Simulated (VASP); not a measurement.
# LiF (I4/mmm) in VASP: further runs

The runs below take LiF through single point, with LDA.

All numbers are computed with VASP 6.6.1; they aren't measurements. Logs are shortened: lines on timing, memory, paths and dates and some standing lists are left out, and cuts for length are marked.

## (1) The cell of the first run

The structure is tetragonal, space group I4/mmm (No. 139). The conventional cell has a = 2.887 Å, b = 2.887 Å, c = 3.920 Å, α = 90.00°, β = 90.00°, γ = 90.00°. Within 2.6 Å of Li (site symmetry 4/mmm) lie 6 F at 1.96 to 2.04 Å. F (site symmetry 4/mmm) has 6 Li at 1.96 to 2.04 Å within 2.6 Å.

## (2) Single point, LDA

File INCAR:

```
PREC = Accurate
ENCUT = 520
EDIFF = 1E-6
ISMEAR = 0
SIGMA = 0.05
LREAL = F
LASPH = T
NELM = 80
ALGO = Normal
ISIF = 2
LWAVE = F
LCHARG = F
NBANDS = 12
```

File KPOINTS:

```
regular mesh
0
Gamma
  12 12 12
```

File POSCAR:

```
LiF
1.0
    0.0000000000      2.0415924698      1.9599287711
    2.0415924698      0.0000000000      1.9599287711
    2.0415924698      2.0415924698      0.0000000000
Li F
1 1
Direct
    0.0000000000      0.0000000000      0.0000000000
    0.5000000000      0.5000000000      0.5000000000
```

Potentials or basis: VASP PAW LDA potentials, release 64 (Li_sv, F).

Launch:

```
$ cat potpaw_LDA.64/Li_sv/POTCAR potpaw_LDA.64/F/POTCAR > POTCAR
$ mpirun -np 1 vasp_std > vasp.out
```

OUTCAR:

```text
PREC = Accurate
   ENCUT = 520
   EDIFF = 1E-6
   ISMEAR = 0
   LREAL = F
   LASPH = T
   NELM = 80
   ISIF = 2

 ion  position               nearest neighbor table
   1  0.000  0.000  0.000-   2 1.96   2 1.96   2 2.04   2 2.04   2 2.04   2 2.04
   2  0.500  0.500  0.500-   1 1.96   1 1.96   1 2.04   1 2.04   1 2.04   1 2.04

  LATTYP: Found a body centered tetragonal cell.
 ALAT       =     2.8872477596
 C/A-ratio  =     1.3576450199

  Lattice vectors:

 A1 = (   0.0000000000,  -2.0415924698,  -1.9599287711)
 A2 = (   0.0000000000,   2.0415924698,  -1.9599287711)
 A3 = (   2.0415924698,   0.0000000000,   1.9599287711)

Analysis of symmetry for initial positions (statically):
=====================================================================
 Subroutine PRICEL returns:
 Original cell was already a primitive cell.

 Routine SETGRP: Setting up the symmetry group for a
 body centered tetragonal supercell.

 Subroutine GETGRP returns: Found 16 space group operations
 (whereof 16 operations were pure point group operations)
 out of a pool of 16 trial point group operations.

The static configuration has the point symmetry D_4h.

Analysis of symmetry for dynamics (positions and initial velocities):
=====================================================================
 Subroutine PRICEL returns:
 Original cell was already a primitive cell.

 Routine SETGRP: Setting up the symmetry group for a
 body centered tetragonal supercell.

 Subroutine GETGRP returns: Found 16 space group operations
 (whereof 16 operations were pure point group operations)
 out of a pool of 16 trial point group operations.

The dynamic configuration has the point symmetry D_4h.

 Subroutine INISYM returns: Found 16 space group operations
 (whereof 16 operations are pure point group operations),
 and found     1 'primitive' translations

----------------------------------------------------------------------------------------

                                     Primitive cell

  volume of cell :      16.3384

  direct lattice vectors                    reciprocal lattice vectors
     0.000000000  2.041592470  1.959928771    -0.244906859  0.244906859  0.255111312
     2.041592470  0.000000000  1.959928771     0.244906859 -0.244906859  0.255111312
     2.041592470  2.041592470  0.000000000     0.244906859  0.244906859 -0.255111312

  length of vectors
     2.830091977  2.830091977  2.887247760     0.430163366  0.430163366  0.430163366

  position of ions in fractional coordinates (direct lattice)
     0.000000000  0.000000000  0.000000000
     0.500000000  0.500000000  0.500000000

  ion indices of the primitive-cell ions
   primitive index   ion index
                 1           1
                 2           2

----------------------------------------------------------------------------------------

 KPOINTS: regular mesh

Automatic generation of k-mesh.
 Grid dimensions read from file:
 generate k-points for:   12   12   12

 Generating k-lattice:

  Cartesian coordinates                     Fractional coordinates (reciprocal lattice)
    -0.020408905  0.020408905  0.021259276     0.083333333 -0.000000000  0.000000000
     0.020408905 -0.020408905  0.021259276    -0.000000000  0.083333333  0.000000000
     0.020408905  0.020408905 -0.021259276     0.000000000  0.000000000  0.083333333

  Length of vectors
     0.035846947  0.035846947  0.035846947

  Shift w.r.t. Gamma in fractional coordinates (k-lattice)
     0.000000000  0.000000000  0.000000000

 Subroutine IBZKPT returns following result:
 ===========================================

 Found    163 irreducible k-points:

 Following reciprocal coordinates:
            Coordinates               Weight
  0.000000  0.000000  0.000000      1.000000
  0.083333  0.000000  0.000000      8.000000
  0.166667  0.000000  0.000000      8.000000
  0.250000  0.000000  0.000000      8.000000
  0.333333  0.000000  0.000000      8.000000
  0.416667  0.000000  0.000000      8.000000
[... 16 lines left out ...]
  0.500000  0.166667  0.000000      8.000000
 -0.416667  0.166667  0.000000      8.000000
 [... further k-points ...]
   k-points           NKPTS =    163   k-points in BZ     NKDIM =    163   number of bands    NBANDS=     12
   number of dos      NEDOS =    301   number of ions     NIONS =      2
   total plane-waves  NPLWV =  13824
   dimension x,y,z NGX =    24 NGY =   24 NGZ =   24
   dimension x,y,z NGXF=    48 NGYF=   48 NGZF=   48
   ions per type =               1   1
   NGX,Y,Z   is equivalent  to a cutoff of  14.10, 14.10, 13.82 a.u.
   NGXF,Y,Z  is equivalent  to a cutoff of  28.20, 28.20, 27.64 a.u.
 SYSTEM =  unknown system
   PREC   = accura    normal or accurate (medium, high low for compatibility)
   ISTART =      0    job   : 0-new  1-cont  2-samecut
   ICHARG =      2    charge: 1-file 2-atom 10-const
   ISPIN  =      1    spin polarized calculation?
   LNONCOLLINEAR =      F non collinear calculations
   LSORBIT =      F    spin-orbit coupling
   LASPH  =      T    aspherical Exc in radial PAW
   ENCUT  =  520.0 eV  38.22 Ry    6.18 a.u.   5.26  5.26  5.37*2*pi/ulx,y,z
   NELM   =     80;   NELMIN=  2; NELMDL= -5     # of ELM steps
   EDIFF  = 0.1E-05   stopping-criterion for ELM
   LREAL  =      F    real-space projection
   EDIFFG = 0.1E-04   stopping-criterion for IOM
   NSW    =      0    number of steps for IOM
   IBRION =     -1    ionic relax: 0-MD 1-quasi-New 2-CG
   NFREE  =      0    steps in history (QN), initial steepest desc. (CG)
   ISIF   =      2    stress and relaxation
   ISYM   =      2    0-nonsym 1-usesym 2-fastsym
   POTIM  = 0.5000    time-step for ionic-motion
   TEBEG  =    0.0;   TEEND  =   0.0 temperature during run
   PSTRESS=    0.0 pullay stress
   NELECT =      10.0000    total number of electrons
   NUPDOWN=      -1.0000    fix difference up-down
   EMIN   =  10.00;   EMAX   =-10.00  energy-range for DOS
   EFERMI =   0.00;   METHOD = LEGACY
   ISMEAR =     0;   SIGMA  =   0.05  broadening in eV -4-tet -1-fermi 0-gaus
   EFERMI_NEDOS =   21; number of points for ismear=-14 and -15
   IALGO  =     38    algorithm
   IMIX   =      4    mixing-type and parameters
     AMIX     =   0.40;   BMIX     =  1.00
     AMIX_MAG =   1.60;   BMIX_MAG =  1.00
  volume/ion in A,a.u.               =       8.17        55.13
  Fermi-wavevector in a.u.,A,eV,Ry     =   1.389970  2.626662 26.286674  1.932016
  Thomas-Fermi vector in A             =   2.513950
   LORBIT       =      0    0 simple, 1 ext, 2 COOP (PROOUT), +10 PAW based schemes
   GGA     = CA    functional components
   LHFCALC =     F    Hartree Fock is set to
   AEXX    =    0.0000 exact exchange contribution
   IVDW    =     0    specifies the selected vdW correction
   LEPSILON=     F    determine dielectric tensor
   LRPA    =     F    only Hartree local field effects (RPA)
 non-spin polarized calculation
 Gauss-broadening in eV      SIGMA  =   0.05
  energy-cutoff  :      520.00
  volume of cell :       16.34
 maximum number of plane-waves:       453
 NGX is ok and might be reduce to    24
   NGX = 11   NGY = 11   NGZ = 11

 number of electron      10.0000000 magnetization

 number of electron       9.9999989 magnetization

 Free energy of the ion-electron system (eV)
  ---------------------------------------------------
  ext. energy  EPLUGINS =         0.00000000
  ---------------------------------------------------
  free energy    TOTEN  =       -10.46814893 eV

  energy without entropy =      -10.46814893  energy(sigma->0) =      -10.46814893

 E-fermi :  -0.9272     XC(G=0): -10.6676

 val. band max:       -1.2669121985   @ k =   0.0000   0.0000   0.0000
 cond. band min:       7.5249048432   @ k =   0.0000   0.0000   0.0000
 fundamental gap:      8.7918170417
 Fermi energy:        -0.9272262428

 k-point     1 :       0.0000    0.0000    0.0000
  band No.  band energies     occupation
      1     -41.0456      2.00000
      2     -20.8691      2.00000
      3      -1.3795      2.00000
      4      -1.2669      2.00000
      5      -1.2669      2.00000
      6       7.5249      0.00000
      7      21.8557      0.00000
      8      21.8557      0.00000
      9      22.5120      0.00000
     10      22.5120      0.00000
     11      22.8153      0.00000
     12      22.8596      0.00000

 k-point     2 :       0.0833    0.0000    0.0000
  band No.  band energies     occupation
      1     -41.0409      2.00000
      2     -20.8410      2.00000
      3      -1.5282      2.00000
      4      -1.3375      2.00000
      5      -1.2886      2.00000
      6       7.7298      0.00000
      7      19.9805      0.00000
      8      20.8719      0.00000
      9      21.5159      0.00000
     10      23.3404      0.00000
     11      23.4057      0.00000
     12      23.7272      0.00000

 k-point     3 :       0.1667    0.0000    0.0000
  band No.  band energies     occupation
      1     -41.0282      2.00000
      2     -20.7637      2.00000
      3      -2.0478      2.00000
      4      -1.3786      2.00000
      5      -1.3471      2.00000
      6       8.2206      0.00000
      7      17.7829      0.00000
      8      19.5751      0.00000
      9      20.3170      0.00000
     10      24.1587      0.00000
     11      24.4412      0.00000
     12      24.7038      0.00000
[... 286 lines left out ...]
 k-point    23 :       0.5000    0.1667    0.0000
  band No.  band energies     occupation
      1     -40.9702      2.00000
      2     -20.3440      2.00000
      3      -3.7493      2.00000
      4      -2.1124      2.00000
      5      -1.7983      2.00000
      6      10.2326      0.00000
      7      14.4739      0.00000
      8      17.1319      0.00000
      9      17.5151      0.00000
     10      24.3758      0.00000
     11      30.0928      0.00000
     12      30.2375      0.00000

 k-point    24 :      -0.4167    0.1667    0.0000
  band No.  band energies     occupation
      1     -40.9700      2.00000
      2     -20.3374      2.00000
      3      -3.7476      2.00000
      4      -2.2404      2.00000
      5      -1.7145      2.00000
      6      10.1481      0.00000
      7      14.5199      0.00000
      8      17.0387      0.00000
      9      17.5768      0.00000
     10      26.0017      0.00000
     11      28.9522      0.00000
     12      29.1071      0.00000

 [... further k-points ...]
[... 5 lines left out ...]
  --------------------------------------------------------------------------------------
  -------------------------------------------------------------------------------------
  Total       -0.7510711     -0.7510711     -0.4721578      0.0000000      0.0000000      0.0000000
  in kB      -73.6517809    -73.6517809    -46.3008945      0.0000000      0.0000000      0.0000000
  external PRESSURE =     -64.5348187 kB  Pullay stress =       0.0000000 kB

 VOLUME and BASIS-vectors are now :
 -----------------------------------------------------------------------------
  energy-cutoff  :      520.00
  volume of cell :       16.34
      direct lattice vectors                 reciprocal lattice vectors
     0.000000000  2.041592470  1.959928771    -0.244906859  0.244906859  0.255111312
     2.041592470  0.000000000  1.959928771     0.244906859 -0.244906859  0.255111312
     2.041592470  2.041592470  0.000000000     0.244906859  0.244906859 -0.255111312

 POSITION                                       TOTAL-FORCE (eV/Angst)
 -----------------------------------------------------------------------------------
      0.00000      0.00000      0.00000         0.000000      0.000000      0.000000
      2.04159      2.04159      1.95993        -0.000000     -0.000000     -0.000000
 -----------------------------------------------------------------------------------
    total drift:                               -0.000000     -0.000000      0.000000

  FREE ENERGIE OF THE ION-ELECTRON SYSTEM (eV)
  ---------------------------------------------------
  free  energy   TOTEN  =       -10.4681489338 eV

  energy  without entropy=      -10.4681489338  energy(sigma->0) =      -10.46814893
```

Run time: 33 s. Hardware: 1 thread of Intel Xeon 8259CL, shared host; peak memory 0.14 GiB.

Results:

- Free energy: -10.4681 eV
- Band gap on the k mesh: 8.79 eV, direct

Levels at points of the mesh, in eV from the valence-band top:
```tsv
k point	band 3	band 4	band 5	band 6	band 7	band 8
(0.00, 0.00, 0.00)	-0.11	0.00	0.00	8.79	23.12	23.12
(0.50, 0.00, 0.00)	-2.61	-0.31	-0.23	10.34	16.34	18.03
(0.50, 0.50, 0.00)	-3.12	-1.15	-1.15	14.89	15.63	17.17
(0.50, 0.00, 0.50)	-3.16	-1.16	-0.89	14.14	16.20	17.08
```

Caveat: the cutoff is under 1.25 times the usual one of these potentials, so pressure, stress and relaxed cells hold a basis-set (Pulay) error. A k mesh can miss the band edges.

## (3) Single point, LDA

File INCAR:

```
PREC = Accurate ; ENCUT = 520
EDIFF = 1E-7 ; ISMEAR = 0
SIGMA = 0.05 ; LREAL = F
LASPH = T ; NELM = 100
ALGO = Normal ; ISIF = 2
LWAVE = F ; LCHARG = F
GGA = CA ; NBANDS = 12
```

File KPOINTS:

```
Automatic mesh
0
Gamma
  12 12 12
```

File POSCAR:

```
LiF
1.0
    0.0000000000      1.9815104477      2.0805859701
    1.9815104477      0.0000000000      2.0805859701
    1.9815104477      1.9815104477      0.0000000000
Li F
1 1
Direct
    0.0000000000      0.0000000000      0.0000000000
    0.5000000000      0.5000000000      0.5000000000
```

Potentials or basis: VASP PAW LDA potentials, release 64 (Li_sv, F).

Launch:

```
$ cat potpaw_LDA.64/Li_sv/POTCAR potpaw_LDA.64/F/POTCAR > POTCAR
$ mpirun -np 1 vasp_std > vasp.out
```

OUTCAR:

```text
PREC = Accurate
   ENCUT = 520
   EDIFF = 1E-7
   ISMEAR = 0
   LREAL = F
   LASPH = T
   NELM = 100
   ISIF = 2
   GGA = CA

 ion  position               nearest neighbor table
   1  0.000  0.000  0.000-   2 1.98   2 1.98   2 1.98   2 1.98   2 2.08   2 2.08
   2  0.500  0.500  0.500-   1 1.98   1 1.98   1 1.98   1 1.98   1 2.08   1 2.08

  LATTYP: Found a body centered tetragonal cell.
 ALAT       =     2.8022789491
 C/A-ratio  =     1.4849242405

  Lattice vectors:

 A1 = (  -1.9815104477,   0.0000000000,   2.0805859701)
[... 540 lines left out ...]
      7      14.0517      0.00000
      8      17.2095      0.00000
      9      17.7589      0.00000
     10      26.6440      0.00000
     11      28.8437      0.00000
     12      29.8103      0.00000

 [... further k-points ...]
[... 5 lines left out ...]
  --------------------------------------------------------------------------------------
  -------------------------------------------------------------------------------------
  Total       -0.5610728     -0.5610728     -0.8393951      0.0000000      0.0000000      0.0000000
  in kB      -55.0201038    -55.0201038    -82.3130357      0.0000000      0.0000000      0.0000000
  external PRESSURE =     -64.1177478 kB  Pullay stress =       0.0000000 kB

 VOLUME and BASIS-vectors are now :
 -----------------------------------------------------------------------------
  energy-cutoff  :      520.00
  volume of cell :       16.34
      direct lattice vectors                 reciprocal lattice vectors
     0.000000000  1.981510448  2.080585970    -0.252332760  0.252332760  0.240316914
     1.981510448  0.000000000  2.080585970     0.252332760 -0.252332760  0.240316914
     1.981510448  1.981510448  0.000000000     0.252332760  0.252332760 -0.240316914

 POSITION                                       TOTAL-FORCE (eV/Angst)
 -----------------------------------------------------------------------------------
      0.00000      0.00000      0.00000         0.000000      0.000000     -0.000000
      1.98151      1.98151      2.08059        -0.000000     -0.000000      0.000000
 -----------------------------------------------------------------------------------
    total drift:                               -0.000000     -0.000000      0.000000

  FREE ENERGIE OF THE ION-ELECTRON SYSTEM (eV)
  ---------------------------------------------------
  free  energy   TOTEN  =       -10.4671801985 eV

  energy  without entropy=      -10.4671801985  energy(sigma->0) =      -10.46718020
```

OSZICAR:

```text
N       E                     dE             d eps       ncg     rms          rms(c)
DAV:   1     0.292796043154E+02    0.29280E+02   -0.53481E+03  4096   0.840E+02
DAV:   2    -0.996673797769E+01   -0.39246E+02   -0.38351E+02  4740   0.185E+02
DAV:   3    -0.109560538356E+02   -0.98932E+00   -0.98731E+00  5120   0.256E+01
DAV:   4    -0.109645440787E+02   -0.84902E-02   -0.84899E-02  4492   0.260E+00
DAV:   5    -0.109646326874E+02   -0.88609E-04   -0.88608E-04  5180   0.197E-01    0.424E+00
DAV:   6    -0.104843221897E+02    0.48031E+00   -0.23181E+00  4344   0.920E+00    0.136E+00
DAV:   7    -0.104728829992E+02    0.11439E-01   -0.15397E-02  5328   0.107E+00    0.795E-01
DAV:   8    -0.104671918583E+02    0.56911E-02   -0.94476E-03  5492   0.102E+00    0.987E-02
DAV:   9    -0.104671647526E+02    0.27106E-04   -0.68425E-04  4436   0.237E-01    0.374E-02
DAV:  10    -0.104671807054E+02   -0.15953E-04   -0.31238E-05  4560   0.399E-02    0.720E-03
DAV:  11    -0.104671802008E+02    0.50460E-06   -0.15721E-06  4940   0.130E-02    0.128E-03
DAV:  12    -0.104671801985E+02    0.23432E-08   -0.28913E-07  4732   0.410E-03
   1 F= -.10467180E+02 E0= -.10467180E+02  d E =-.216162E-25
```

stdout:

```text
POSCAR found type information on POSCAR LiF
 POSCAR found :  2 types and       2 ions
 scaLAPACK will be used
 LDA part: xc-table for (Slater(with rela. corr.)+CA(PZ))
 , standard interpolation
 POSCAR, INCAR and KPOINTS ok, starting setup
 FFT: planning ... GRIDC
 FFT: planning ... GRID_SOFT
 FFT: planning ... GRID
 WAVECAR not read
 entering main loop
```

It took 36 s on 1 thread of Intel Xeon 8259CL, shared host; peak memory 0.14 GiB.

What came out:

```
Free energy            : -10.4672 eV
Band gap on the k mesh : 8.76 eV, direct
```

Caveat: the cutoff is under 1.25 times the usual one of these potentials, so pressure, stress and relaxed cells hold a basis-set (Pulay) error. A k mesh can miss the band edges.
